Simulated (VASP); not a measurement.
Wanted: the native input for a VASP 6.6.1 run.

* Task: single point
* Functional: PBE
* Potentials or basis: VASP PAW PBE potentials, release 64 (Ga_d)
* Cutoff: 520 eV
* k mesh: 8 × 8 × 8
* Occupations: gaussian, width 0.05 eV
* Spin: no spin polarisation
* Dipole correction: no
* Further INCAR settings: ALGO = Fast; EDIFF = 1e-06; NBANDS = 12

The structure of Ga lies in POSCAR:

```
Ga
1.0
   -1.6983540875      1.6983540875      1.6983540875
    1.6983540875     -1.6983540875      1.6983540875
    1.6983540875      1.6983540875     -1.6983540875
Ga
1
Direct
    0.0000000000      0.0000000000      0.0000000000
```

One way to write it, as run:

INCAR

```
SYSTEM = Ga
PREC = Accurate
ENCUT = 520
EDIFF = 1E-6
ISMEAR = 0
SIGMA = 0.05
LREAL = .False.
LASPH = .True.
NELM = 60
ALGO = Fast
ISIF = 2
LWAVE = .False.
LCHARG = .True.
GGA = PE
LELF = .True.
LVHAR = .True.
NBANDS = 12
```

KPOINTS

```
regular mesh
0
Gamma
  8 8 8
  0 0 0
```

Potentials or basis: VASP PAW PBE potentials, release 64 (Ga_d).

The run is started by

```bash
$ cat potpaw_PBE.64/Ga_d/POTCAR > POTCAR
$ mpirun -np 1 vasp_std > vasp.out
```

Results of the run:

| Quantity | Value |
| --- | --- |
| Pressure | -0.7 GPa |

Wall time 3.3 s on 1 thread of Intel(R) Xeon(R) 6975P-C (Granite Rapids), on a shared host, peak memory 0.13 GiB.
